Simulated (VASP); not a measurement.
A run of VASP 6.6.1 is set up as follows.

INCAR

```
ALGO     = Normal         # electronic algorithm
EDIFF    = 1E-6           # SCF threshold, eV
ENCUT    = 520            # plane-wave cutoff, eV
GGA      = PS             # functional
ISIF     = 2              # what is computed and relaxed
ISMEAR   = -1             # smearing method
LASPH    = T              # aspherical terms in the spheres
LCHARG   = F              # write CHGCAR
LREAL    = F              # projectors in reciprocal space
LWAVE    = F              # write WAVECAR
NBANDS   = 14             # bands
NELM     = 80             # most SCF steps
PREC     = Accurate       # precision mode
SIGMA    = 0.08           # smearing width, eV
```

File KPOINTS:

```
k-points
0
Gamma
  14 14 14
```

Contents of POSCAR:

```
AlNi
1.0
    0.0000000000      2.3005905593      2.3005905593
    2.3005905593      0.0000000000      2.3005905593
    2.3005905593      2.3005905593      0.0000000000
Ni Al
1 1
Direct
    0.0000000000      0.0000000000      0.0000000000
    0.5000000000      0.5000000000      0.5000000000
```

Potentials or basis: VASP PAW PBE potentials, release 64 (Ni, Al).

Launch:

```bash
$ cat potpaw_PBE.64/Ni/POTCAR potpaw_PBE.64/Al/POTCAR > POTCAR
$ mpirun -np 1 vasp_std > vasp.out
```

(1) Predict the pressure.

Results:

(1) 20.2 GPa.

Caveat: the PAW data sets were made with another functional, which shifts forces and pressure a little.
